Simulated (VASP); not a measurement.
# InAs (F-43m) in VASP: single point with PBE

Aim: the single point of InAs with PBE.

All numbers are computed with VASP 6.6.1; they aren't measurements. Logs are shortened: lines on timing, memory, paths and dates and some standing lists are left out, and cuts for length are marked.

### Step 1. The cell of the first run

The structure is cubic, space group F-43m (No. 216). Conventional cell: a = 6.187 Å, b = 6.187 Å, c = 6.187 Å, α = 90.00°, β = 90.00°, γ = 90.00°. In (site symmetry -43m) has 4 As at 2.68 Å within 3.5 Å. Within 3.5 Å of As (site symmetry -43m) lie 4 In at 2.68 Å.

### Step 2. Single point, PBE

INCAR reads:

```
SYSTEM = InAs
PREC = Accurate
ENCUT = 500
EDIFF = 1E-6
ISMEAR = 0
SIGMA = 0.1
LREAL = .False.
LASPH = .True.
NELM = 120
ALGO = Normal
ISIF = 2
LWAVE = .False.
LCHARG = .False.
GGA = PE
NBANDS = 16
GGA_COMPAT = .False.
```

KPOINTS reads:

```
regular mesh
0
Gamma
  12 12 12
  0 0 0
```

POSCAR reads:

```
InAs
1.0
    0.0000000000      3.0932871344      3.0932871344
    3.0932871344      0.0000000000      3.0932871344
    3.0932871344      3.0932871344      0.0000000000
In As
1 1
Direct
    0.0000000000      0.0000000000      0.0000000000
    0.2500000000      0.2500000000      0.2500000000
```

Potentials or basis: VASP PAW PBE potentials, release 64 (In_d, As).

Run with:

```console
cat potpaw_PBE.64/In_d/POTCAR potpaw_PBE.64/As/POTCAR > POTCAR
mpirun -np 1 vasp_std > vasp.out
```

OUTCAR:

```text
SYSTEM = InAs
   PREC = Accurate
   ENCUT = 500
   EDIFF = 1E-6
   ISMEAR = 0
   LREAL = .False.
   LASPH = .True.
   NELM = 120
   ISIF = 2
   GGA = PE

 ion  position               nearest neighbor table
   1  0.000  0.000  0.000-   2 2.68   2 2.68   2 2.68   2 2.68
   2  0.250  0.250  0.250-   1 2.68   1 2.68   1 2.68   1 2.68

  LATTYP: Found a face centered cubic cell.
 ALAT       =     6.1865742688

  Lattice vectors:

 A1 = (   0.0000000000,   3.0932871344,   3.0932871344)
 A2 = (   3.0932871344,   0.0000000000,   3.0932871344)
 A3 = (   3.0932871344,   3.0932871344,   0.0000000000)

Analysis of symmetry for initial positions (statically):
=====================================================================
 Subroutine PRICEL returns:
 Original cell was already a primitive cell.

 Routine SETGRP: Setting up the symmetry group for a
 face centered cubic supercell.

 Subroutine GETGRP returns: Found 24 space group operations
 (whereof 24 operations were pure point group operations)
 out of a pool of 48 trial point group operations.

The static configuration has the point symmetry T_d .

Analysis of symmetry for dynamics (positions and initial velocities):
=====================================================================
 Subroutine PRICEL returns:
 Original cell was already a primitive cell.

 Routine SETGRP: Setting up the symmetry group for a
 face centered cubic supercell.

 Subroutine GETGRP returns: Found 24 space group operations
 (whereof 24 operations were pure point group operations)
 out of a pool of 48 trial point group operations.

The dynamic configuration has the point symmetry T_d .

 Subroutine INISYM returns: Found 24 space group operations
 (whereof 24 operations are pure point group operations),
 and found     1 'primitive' translations

----------------------------------------------------------------------------------------

                                     Primitive cell

  volume of cell :      59.1958

  direct lattice vectors                    reciprocal lattice vectors
     0.000000000  3.093287134  3.093287134    -0.161640345  0.161640345  0.161640345
     3.093287134  0.000000000  3.093287134     0.161640345 -0.161640345  0.161640345
     3.093287134  3.093287134  0.000000000     0.161640345  0.161640345 -0.161640345

  length of vectors
     4.374568618  4.374568618  4.374568618     0.279969290  0.279969290  0.279969290

  position of ions in fractional coordinates (direct lattice)
     0.000000000  0.000000000  0.000000000
     0.250000000  0.250000000  0.250000000

  ion indices of the primitive-cell ions
   primitive index   ion index
                 1           1
                 2           2

----------------------------------------------------------------------------------------

 KPOINTS: regular mesh

Automatic generation of k-mesh.
 Grid dimensions read from file:
 generate k-points for:   12   12   12

 Generating k-lattice:

  Cartesian coordinates                     Fractional coordinates (reciprocal lattice)
    -0.013470029  0.013470029  0.013470029     0.083333333  0.000000000  0.000000000
     0.013470029 -0.013470029  0.013470029     0.000000000  0.083333333  0.000000000
     0.013470029  0.013470029 -0.013470029     0.000000000  0.000000000  0.083333333

  Length of vectors
     0.023330774  0.023330774  0.023330774

  Shift w.r.t. Gamma in fractional coordinates (k-lattice)
     0.000000000  0.000000000  0.000000000

 Subroutine IBZKPT returns following result:
 ===========================================

 Found     72 irreducible k-points:

 Following reciprocal coordinates:
            Coordinates               Weight
  0.000000  0.000000  0.000000      1.000000
  0.083333  0.000000  0.000000      8.000000
  0.166667  0.000000  0.000000      8.000000
  0.250000  0.000000  0.000000      8.000000
  0.333333  0.000000  0.000000      8.000000
  0.416667  0.000000  0.000000      8.000000
[... 16 lines left out ...]
  0.500000  0.166667  0.000000     24.000000
 -0.416667  0.166667  0.000000     24.000000
 [... further k-points ...]
   k-points           NKPTS =     72   k-points in BZ     NKDIM =     72   number of bands    NBANDS=     16
   number of dos      NEDOS =    301   number of ions     NIONS =      2
   total plane-waves  NPLWV =  32768
   dimension x,y,z NGX =    32 NGY =   32 NGZ =   32
   dimension x,y,z NGXF=    64 NGYF=   64 NGZF=   64
   ions per type =               1   1
   NGX,Y,Z   is equivalent  to a cutoff of  12.16, 12.16, 12.16 a.u.
   NGXF,Y,Z  is equivalent  to a cutoff of  24.32, 24.32, 24.32 a.u.
 SYSTEM =  InAs
   PREC   = accura    normal or accurate (medium, high low for compatibility)
   ISTART =      0    job   : 0-new  1-cont  2-samecut
   ICHARG =      2    charge: 1-file 2-atom 10-const
   ISPIN  =      1    spin polarized calculation?
   LNONCOLLINEAR =      F non collinear calculations
   LSORBIT =      F    spin-orbit coupling
   LASPH  =      T    aspherical Exc in radial PAW
   ENCUT  =  500.0 eV  36.75 Ry    6.06 a.u.   7.98  7.98  7.98*2*pi/ulx,y,z
   NELM   =    120;   NELMIN=  2; NELMDL= -5     # of ELM steps
   EDIFF  = 0.1E-05   stopping-criterion for ELM
   LREAL  =      F    real-space projection
   EDIFFG = 0.1E-04   stopping-criterion for IOM
   NSW    =      0    number of steps for IOM
   IBRION =     -1    ionic relax: 0-MD 1-quasi-New 2-CG
   NFREE  =      0    steps in history (QN), initial steepest desc. (CG)
   ISIF   =      2    stress and relaxation
   ISYM   =      2    0-nonsym 1-usesym 2-fastsym
   POTIM  = 0.5000    time-step for ionic-motion
   TEBEG  =    0.0;   TEEND  =   0.0 temperature during run
   PSTRESS=    0.0 pullay stress
   NELECT =      18.0000    total number of electrons
   NUPDOWN=      -1.0000    fix difference up-down
   EMIN   =  10.00;   EMAX   =-10.00  energy-range for DOS
   EFERMI =   0.00;   METHOD = LEGACY
   ISMEAR =     0;   SIGMA  =   0.10  broadening in eV -4-tet -1-fermi 0-gaus
   EFERMI_NEDOS =   21; number of points for ismear=-14 and -15
   IALGO  =     38    algorithm
   IMIX   =      4    mixing-type and parameters
     AMIX     =   0.40;   BMIX     =  1.00
     AMIX_MAG =   1.60;   BMIX_MAG =  1.00
  volume/ion in A,a.u.               =      29.60       199.74
  Fermi-wavevector in a.u.,A,eV,Ry     =   1.100868  2.080340 16.489055  1.211911
  Thomas-Fermi vector in A             =   2.237287
   LORBIT       =      0    0 simple, 1 ext, 2 COOP (PROOUT), +10 PAW based schemes
   GGA     = PE    functional components
   LHFCALC =     F    Hartree Fock is set to
   AEXX    =    0.0000 exact exchange contribution
   IVDW    =     0    specifies the selected vdW correction
   LEPSILON=     F    determine dielectric tensor
   LRPA    =     F    only Hartree local field effects (RPA)
 non-spin polarized calculation
 Gauss-broadening in eV      SIGMA  =   0.10
  energy-cutoff  :      500.00
  volume of cell :       59.20
 maximum number of plane-waves:      1524
   NGX = 15   NGY = 15   NGZ = 15

 number of electron      18.0000010 magnetization

 Free energy of the ion-electron system (eV)
  ---------------------------------------------------
  ext. energy  EPLUGINS =         0.00000000
  ---------------------------------------------------
  free energy    TOTEN  =        -7.71979819 eV

  energy without entropy =       -7.71963970  energy(sigma->0) =       -7.71971894

 E-fermi :   3.9053     XC(G=0):  -8.7965

 val. band max:        3.8401172649   @ k =   0.0000   0.0000   0.0000
 cond. band min:       4.4649250872   @ k =   0.0833   0.0000   0.0000
 fundamental gap:      0.6248078223
 Fermi energy:         3.9052807633

 k-point     1 :       0.0000    0.0000    0.0000
  band No.  band energies     occupation
      1     -10.4265      2.00000
      2     -10.4265      2.00000
      3     -10.4265      2.00000
      4     -10.3267      2.00000
      5     -10.3267      2.00000
      6      -7.6012      2.00000
[... 8 lines left out ...]
     15      13.3454      0.00000
     16      13.3454      0.00000

 k-point     2 :       0.0833    0.0000    0.0000
  band No.  band energies     occupation
      1     -10.4332      2.00000
      2     -10.4244      2.00000
      3     -10.4244      2.00000
      4     -10.3268      2.00000
      5     -10.3268      2.00000
      6      -7.5374      2.00000
[... 8 lines left out ...]
     15      12.8254      0.00000
     16      12.8254      0.00000

 k-point     3 :       0.1667    0.0000    0.0000
  band No.  band energies     occupation
      1     -10.4512      2.00000
      2     -10.4189      2.00000
      3     -10.4189      2.00000
      4     -10.3266      2.00000
      5     -10.3266      2.00000
      6      -7.3530      2.00000
[... 8 lines left out ...]
     15      12.3493      0.00000
     16      12.3493      0.00000

 k-point     4 :       0.2500    0.0000    0.0000
  band No.  band energies     occupation
      1     -10.4747      2.00000
      2     -10.4121      2.00000
      3     -10.4121      2.00000
      4     -10.3257      2.00000
      5     -10.3257      2.00000
      6      -7.0718      2.00000
[... 8 lines left out ...]
     15      12.3043      0.00000
     16      12.3043      0.00000
[... 324 lines left out ...]
 k-point    22 :       0.4167    0.1667    0.0000
  band No.  band energies     occupation
      1     -10.5189      2.00000
      2     -10.3972      2.00000
      3     -10.3926      2.00000
      4     -10.3334      2.00000
      5     -10.3175      2.00000
      6      -6.4653      2.00000
[... 8 lines left out ...]
     15      13.7189      0.00000
     16      14.3800      0.00000

 k-point    23 :       0.5000    0.1667    0.0000
  band No.  band energies     occupation
      1     -10.5271      2.00000
      2     -10.3963      2.00000
      3     -10.3911      2.00000
      4     -10.3296      2.00000
      5     -10.3185      2.00000
      6      -6.2383      2.00000
[... 8 lines left out ...]
     15      13.9769      0.00000
     16      14.4428      0.00000

 k-point    24 :      -0.4167    0.1667    0.0000
  band No.  band energies     occupation
      1     -10.5268      2.00000
      2     -10.3967      2.00000
      3     -10.3923      2.00000
      4     -10.3258      2.00000
      5     -10.3217      2.00000
      6      -6.2036      2.00000
[... 8 lines left out ...]
     15      13.3375      0.00000
     16      13.7577      0.00000

 [... further k-points ...]

------------------------ aborting loop because EDIFF is reached ----------------------------------------

  FORCE on cell =-STRESS in cart. coord.  units (eV):
  Direction    XX          YY          ZZ          XY          YZ          ZX
  --------------------------------------------------------------------------------------
  -------------------------------------------------------------------------------------
  Total        0.0153335      0.0153335      0.0153335      0.0000000     -0.0000000      0.0000000
  in kB        0.4150131      0.4150131      0.4150131      0.0000000     -0.0000000      0.0000000
  external PRESSURE =       0.4150131 kB  Pullay stress =       0.0000000 kB

 VOLUME and BASIS-vectors are now :
 -----------------------------------------------------------------------------
  energy-cutoff  :      500.00
  volume of cell :       59.20
      direct lattice vectors                 reciprocal lattice vectors
     0.000000000  3.093287134  3.093287134    -0.161640345  0.161640345  0.161640345
     3.093287134  0.000000000  3.093287134     0.161640345 -0.161640345  0.161640345
     3.093287134  3.093287134  0.000000000     0.161640345  0.161640345 -0.161640345

 POSITION                                       TOTAL-FORCE (eV/Angst)
 -----------------------------------------------------------------------------------
      0.00000      0.00000      0.00000         0.000000      0.000000      0.000000
      1.54664      1.54664      1.54664        -0.000000     -0.000000     -0.000000
 -----------------------------------------------------------------------------------
    total drift:                               -0.000000     -0.000000      0.000000

  FREE ENERGIE OF THE ION-ELECTRON SYSTEM (eV)
  ---------------------------------------------------
  free  energy   TOTEN  =        -7.7197981885 eV

  energy  without entropy=       -7.7196397000  energy(sigma->0) =       -7.71971894
```

Run time: 57 s. Hardware: 1 thread of Intel Xeon 8259CL, shared host; peak memory 0.22 GiB.

Results:

- Free energy: -7.7198 eV
- Pressure: 0.0 GPa
- Band gap on the k mesh: zero (filled and empty bands touch)

Levels at points of the mesh, in eV from the Fermi level:
```
           k point  band 6  band 7  band 8  band 9  band 10  band 11  band 12  band 13
(0.00, 0.00, 0.00)  -11.51   -0.61   -0.07   -0.07    -0.07     3.81     3.81     3.81
(0.50, 0.00, 0.00)  -10.24   -5.50   -0.96   -0.96     0.75     4.57     4.57     6.69
(0.50, 0.50, 0.00)   -9.77   -5.62   -2.17   -2.17     1.59     1.98     8.69     8.73
```

Caveat: semilocal functionals underestimate gaps, so a narrow gap can read as zero; spin-orbit coupling is left out, which moves the levels of the heavy elements.
